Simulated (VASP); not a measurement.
# CuO (Cc) in VASP: notebook, part 2 of 2

VASP 6.6.1. The steps go on from the part before.

## Step 5: Single point, revPBE

INCAR

```
  PREC = Accurate
  ENCUT = 1340
  EDIFF = 1E-6
  ISMEAR = -1
  SIGMA = 0.05
  LREAL = False
  LASPH = True
  NELM = 120
  ALGO = Normal
  ISIF = 2
  LWAVE = False
  LCHARG = False
  GGA = RE
  NBANDS = 33
  GGA_COMPAT = False
```

KPOINTS

```
regular mesh
0
Gamma
  6 6 3
```

POSCAR

```
CuO
1.0
    2.3446497600     -1.7133998200      0.0000000000
    2.3446497600      1.7133998200      0.0000000000
   -0.8605499100      0.0000000000      5.0594394800
Cu O
2 2
Direct
    0.0032000000      0.4968000000      0.0000000000
    0.4968000000      0.0032000000      0.5000000000
    0.5714000000      0.4056000000      0.2537000000
    0.4056000000      0.5714000000      0.7537000000
```

Potentials or basis: VASP PAW PBE potentials, release 64 (Cu_sv_GW, O_h).

Run with:

```console
> cat potpaw_PBE.64/Cu_sv_GW/POTCAR potpaw_PBE.64/O_h/POTCAR > POTCAR
> mpirun -np 1 vasp_std > vasp.out
```

OUTCAR:

```text
PREC = Accurate
   ENCUT = 1340
   EDIFF = 1E-6
   ISMEAR = -1
   LREAL = False
   LASPH = True
   NELM = 120
   ISIF = 2
   GGA = RE

 ion  position               nearest neighbor table
   1  0.003  0.497  0.000-   4 1.91   3 1.93   4 1.98   3 2.02
   2  0.497  0.003  0.500-   3 1.91   4 1.93   3 1.98   4 2.02
   3  0.571  0.406  0.254-   2 1.91   1 1.93   2 1.98   1 2.02
   4  0.406  0.571  0.754-   1 1.91   2 1.93   1 1.98   2 2.02

  LATTYP: Found a base centered monoclinic cell.
 ALAT       =     4.6892995200
 B/A-ratio  =     0.7307700490
 C/A-ratio  =     1.0944283419
 COS(beta)  =    -0.1676798045

  Lattice vectors:

 A1 = (   2.3446497600,  -1.7133998200,   0.0000000000)
 A2 = (   2.3446497600,   1.7133998200,   0.0000000000)
 A3 = (  -0.8605499100,   0.0000000000,   5.0594394800)

Analysis of symmetry for initial positions (statically):
=====================================================================
 Subroutine PRICEL returns:
 Original cell was already a primitive cell.

 Routine SETGRP: Setting up the symmetry group for a
 base centered monoclinic supercell.

 Subroutine GETGRP returns: Found  2 space group operations
 (whereof  1 operations were pure point group operations)
 out of a pool of  4 trial point group operations.

The static configuration has the point symmetry C_1 .
 The point group associated with its full space group is C_1h.

Analysis of symmetry for dynamics (positions and initial velocities):
=====================================================================
 Subroutine PRICEL returns:
 Original cell was already a primitive cell.

 Routine SETGRP: Setting up the symmetry group for a
 base centered monoclinic supercell.

 Subroutine GETGRP returns: Found  2 space group operations
 (whereof  1 operations were pure point group operations)
 out of a pool of  4 trial point group operations.

The dynamic configuration has the point symmetry C_1 .
 The point group associated with its full space group is C_1h.

 Subroutine INISYM returns: Found  2 space group operations
 (whereof  1 operations are pure point group operations),
 and found     1 'primitive' translations

----------------------------------------------------------------------------------------

                                     Primitive cell

  volume of cell :      40.6508

  direct lattice vectors                    reciprocal lattice vectors
     2.344649760 -1.713399820  0.000000000     0.213251467 -0.291817470  0.036271514
     2.344649760  1.713399820  0.000000000     0.213251467  0.291817470  0.036271514
    -0.860549910  0.000000000  5.059439480     0.000000000  0.000000000  0.197650353

  length of vectors
     2.903983719  2.903983719  5.132102298     0.363248188  0.363248188  0.197650353

  position of ions in fractional coordinates (direct lattice)
     0.003200000  0.496800000  0.000000000
     0.496800000  0.003200000  0.500000000
     0.571400000  0.405600000  0.253700000
     0.405600000  0.571400000  0.753700000

  ion indices of the primitive-cell ions
   primitive index   ion index
                 1           1
                 2           2
                 3           3
                 4           4

----------------------------------------------------------------------------------------

[... 25 lines left out ...]
            Coordinates               Weight
  0.000000  0.000000  0.000000      1.000000
  0.166667 -0.000000  0.000000      4.000000
  0.333333 -0.000000  0.000000      4.000000
  0.500000 -0.000000  0.000000      2.000000
  0.166667  0.166667  0.000000      2.000000
  0.333333  0.166667  0.000000      4.000000
[... 16 lines left out ...]
 -0.333333  0.166667  0.333333      4.000000
 -0.166667  0.166667  0.333333      4.000000
 [... further k-points ...]
   k-points           NKPTS =     34   k-points in BZ     NKDIM =     34   number of bands    NBANDS=     33
   number of dos      NEDOS =    301   number of ions     NIONS =      4
   total plane-waves  NPLWV =  82944
   dimension x,y,z NGX =    36 NGY =   36 NGZ =   64
   dimension x,y,z NGXF=    72 NGYF=   72 NGZF=  128
   ions per type =               2   2
   NGX,Y,Z   is equivalent  to a cutoff of  20.61, 20.61, 20.73 a.u.
   NGXF,Y,Z  is equivalent  to a cutoff of  41.22, 41.22, 41.46 a.u.
 SYSTEM =  unknown system
   PREC   = accura    normal or accurate (medium, high low for compatibility)
   ISTART =      0    job   : 0-new  1-cont  2-samecut
   ICHARG =      2    charge: 1-file 2-atom 10-const
   ISPIN  =      1    spin polarized calculation?
   LNONCOLLINEAR =      F non collinear calculations
   LSORBIT =      F    spin-orbit coupling
   LASPH  =      T    aspherical Exc in radial PAW
   ENCUT  = 1340.0 eV  98.49 Ry    9.92 a.u.   8.67  8.67 15.32*2*pi/ulx,y,z
   NELM   =    120;   NELMIN=  2; NELMDL= -5     # of ELM steps
   EDIFF  = 0.1E-05   stopping-criterion for ELM
   LREAL  =      F    real-space projection
   EDIFFG = 0.1E-04   stopping-criterion for IOM
   NSW    =      0    number of steps for IOM
   IBRION =     -1    ionic relax: 0-MD 1-quasi-New 2-CG
   NFREE  =      0    steps in history (QN), initial steepest desc. (CG)
   ISIF   =      2    stress and relaxation
   ISYM   =      2    0-nonsym 1-usesym 2-fastsym
   POTIM  = 0.5000    time-step for ionic-motion
   TEBEG  =    0.0;   TEEND  =   0.0 temperature during run
   PSTRESS=    0.0 pullay stress
   NELECT =      50.0000    total number of electrons
   NUPDOWN=      -1.0000    fix difference up-down
   EMIN   =  10.00;   EMAX   =-10.00  energy-range for DOS
   EFERMI =   0.00;   METHOD = LEGACY
   ISMEAR =    -1;   SIGMA  =   0.05  broadening in eV -4-tet -1-fermi 0-gaus
   EFERMI_NEDOS =   21; number of points for ismear=-14 and -15
   IALGO  =     38    algorithm
   IMIX   =      4    mixing-type and parameters
     AMIX     =   0.40;   BMIX     =  1.00
     AMIX_MAG =   1.60;   BMIX_MAG =  1.00
  volume/ion in A,a.u.               =      10.16        68.58
  Fermi-wavevector in a.u.,A,eV,Ry     =   1.754049  3.314673 41.860895  3.076689
  Thomas-Fermi vector in A             =   2.824066
   LORBIT       =      0    0 simple, 1 ext, 2 COOP (PROOUT), +10 PAW based schemes
   GGA     = RE    functional components
   LHFCALC =     F    Hartree Fock is set to
   AEXX    =    0.0000 exact exchange contribution
   IVDW    =     0    specifies the selected vdW correction
   LEPSILON=     F    determine dielectric tensor
   LRPA    =     F    only Hartree local field effects (RPA)
 non-spin polarized calculation
  energy-cutoff  :     1340.00
  volume of cell :       40.65
 maximum number of plane-waves:      4546
 NGX is ok and might be reduce to    36
   NGX = 17   NGY = 17   NGZ = 31

 number of electron      50.0000003 magnetization

 Free energy of the ion-electron system (eV)
  ---------------------------------------------------
  ext. energy  EPLUGINS =         0.00000000
  ---------------------------------------------------
  free energy    TOTEN  =       -18.13627974 eV

  energy without entropy =      -18.11393967  energy(sigma->0) =      -18.12510971

 E-fermi :   6.2421     XC(G=0): -12.0942

 val. band max:        6.2016443900   @ k =   0.1667  -0.0000   0.0000
 cond. band min:       6.2557727962   @ k =   0.5000   0.3333   0.3333
 fundamental gap:      0.0541284062
 Fermi energy:         6.2421090542

 k-point     1 :       0.0000    0.0000    0.0000
  band No.  band energies     occupation
      1    -106.4898      2.00000
      2    -106.4892      2.00000
      3     -63.9646      2.00000
      4     -63.9645      2.00000
      5     -63.9381      2.00000
      6     -63.9293      2.00000
[... 853 lines left out ...]
     32      20.1417      0.00000
     33      21.2265      0.00000

 [... further k-points ...]

------------------------ aborting loop because EDIFF is reached ----------------------------------------

  FORCE on cell =-STRESS in cart. coord.  units (eV):
  Direction    XX          YY          ZZ          XY          YZ          ZX
  --------------------------------------------------------------------------------------
  -------------------------------------------------------------------------------------
  Total        2.3604575      2.4968681      2.4085074      0.0000000      0.0000000     -0.5255412
  in kB       93.0331389     98.4095125     94.9269367      0.0000000      0.0000000    -20.7132499
  external PRESSURE =      95.4565294 kB  Pullay stress =       0.0000000 kB

 VOLUME and BASIS-vectors are now :
 -----------------------------------------------------------------------------
  energy-cutoff  :     1340.00
  volume of cell :       40.65
      direct lattice vectors                 reciprocal lattice vectors
     2.344649760 -1.713399820  0.000000000     0.213251467 -0.291817470  0.036271514
     2.344649760  1.713399820  0.000000000     0.213251467  0.291817470  0.036271514
    -0.860549910  0.000000000  5.059439480     0.000000000  0.000000000  0.197650353

 POSITION                                       TOTAL-FORCE (eV/Angst)
 -----------------------------------------------------------------------------------
      1.17232      0.84573      0.00000        -0.616557      0.362952      0.250284
      0.74205     -0.84573      2.52972        -0.616557     -0.362952      0.250284
      2.07240     -0.28408      1.28358         0.616557      0.253743     -0.250284
      1.64213      0.28408      3.81330         0.616557     -0.253743     -0.250284
 -----------------------------------------------------------------------------------
    total drift:                               -0.001195     -0.000000     -0.000019

  FREE ENERGIE OF THE ION-ELECTRON SYSTEM (eV)
  ---------------------------------------------------
  free  energy   TOTEN  =       -18.1362797435 eV

  energy  without entropy=      -18.1139396690  energy(sigma->0) =      -18.12510971
```

stdout:

```text
POSCAR found type information on POSCAR CuO
 POSCAR found :  2 types and       4 ions
 scaLAPACK will be used
 -----------------------------------------------------------------------------
|                                                                             |
|                                                                             |
|     You enforced a specific xc type in the INCAR file but a different       |
|     I HOPE YOU KNOW WHAT YOU ARE DOING!                                     |
|                                                                             |
 -----------------------------------------------------------------------------

 LDA part: xc-table for (Slater+PW92), standard interpolation
 POSCAR, INCAR and KPOINTS ok, starting setup
 FFT: planning ... GRIDC
 FFT: planning ... GRID_SOFT
 FFT: planning ... GRID
 WAVECAR not read
 entering main loop
```

Wall time 2.4 min (1 thread of Intel Xeon 6975P-C (Granite Rapids), shared host); peak memory 0.37 GiB.

Results:

- Free energy: -18.1363 eV
- Pressure: 9.5 GPa
- Largest force: 0.758 eV/Å
- Band gap on the k mesh: zero (bands 25 and 26 overlap by 0.46 eV)

Forces on the atoms (eV/Å):
```
Cu  -0.617  0.363  0.250
Cu  -0.617 -0.363  0.250
O    0.617  0.254 -0.250
O    0.617 -0.254 -0.250
```

Levels at points of the mesh, in eV from the Fermi level:
| k point | band 21 | band 22 | band 23 | band 24 | band 25 | band 26 | band 27 | band 28 | band 29 | band 30 |
| --- | --- | --- | --- | --- | --- | --- | --- | --- | --- | --- |
| (0.00, 0.00, 0.00) | -2.35 | -2.24 | -2.16 | -1.68 | 0.18 | 0.89 | 1.67 | 6.01 | 8.13 | 13.34 |
| (0.50, 0.00, 0.00) | -2.08 | -1.63 | -1.53 | -1.43 | -0.05 | 0.27 | 4.87 | 6.28 | 6.91 | 11.09 |
| (0.50, 0.50, 0.00) | -2.16 | -2.14 | -1.68 | -1.25 | -0.68 | 1.04 | 3.34 | 7.03 | 8.52 | 9.97 |

Caveat: the k points lie up to 0.41 Å⁻¹ apart; semilocal functionals underestimate gaps, and a narrow one can read as zero; the PAW data sets were made with another functional, which shifts forces and pressure a little; semilocal functionals often make such compounds metallic where correlation or magnetic order opens a gap, which also shifts bond lengths. With open d or f shells a metallic result of revPBE can be an artefact of self-interaction; +U or a hybrid may open a gap.

## Step 6: Summary

```tsv
level	potentials or basis	U	cell	k mesh	cutoff (eV)	gap on the mesh (eV)	pressure (GPa)	largest force (eV/Å)
PBE+U	VASP PAW PBE potentials, release 64 (Cu, O)	Cu d U = 5.3 eV	a = 2.904, b = 2.904, c = 5.132 Å, angles 97.8, 97.8, 72.3°, 4 atoms	10 × 10 × 5	520	none	2.4	0.70
BLYP	VASP PAW PBE potentials, release 64 (Cu_sv_GW, O)	-	a = 2.845, b = 2.845, c = 5.027 Å, angles 97.8, 97.8, 72.3°, 4 atoms	10 × 10 × 5	820	none	26.3	1.02
PBEsol+U	VASP PAW PBE potentials, release 64 (Cu, O)	Cu d U = 4.5 eV	a = 2.904, b = 2.904, c = 5.132 Å, angles 97.8, 97.8, 72.3°, 4 atoms	10 × 10 × 5	520	none	-5.6	0.69
revPBE	VASP PAW PBE potentials, release 64 (Cu_sv_GW, O_h)	-	a = 2.904, b = 2.904, c = 5.132 Å, angles 97.8, 97.8, 72.3°, 4 atoms	6 × 6 × 3	1340	none	9.5	0.76
```

Alike in all rows: task single point; no spin polarisation; smearing fermi-dirac 0.05 eV.

Caveats: some runs use coarse meshes; the PAW data sets were made with another functional, which shifts forces and pressure a little (at least some runs); U without spin polarisation on a metal has little footing (at least some runs); semilocal functionals often make such compounds metallic where correlation or magnetic order opens a gap, which also shifts bond lengths (at least some runs); the stress differs along the axes, from 24 to 29 GPa (at least some runs); the cell stands under tension (at least some runs); semilocal functionals underestimate gaps, and a narrow one can read as zero (at least some runs).

Total energies depend on the potentials used, so only differences within one code and one set of settings carry meaning.

The gap in the log of VASP goes by the Fermi energy; the results here count the filled bands.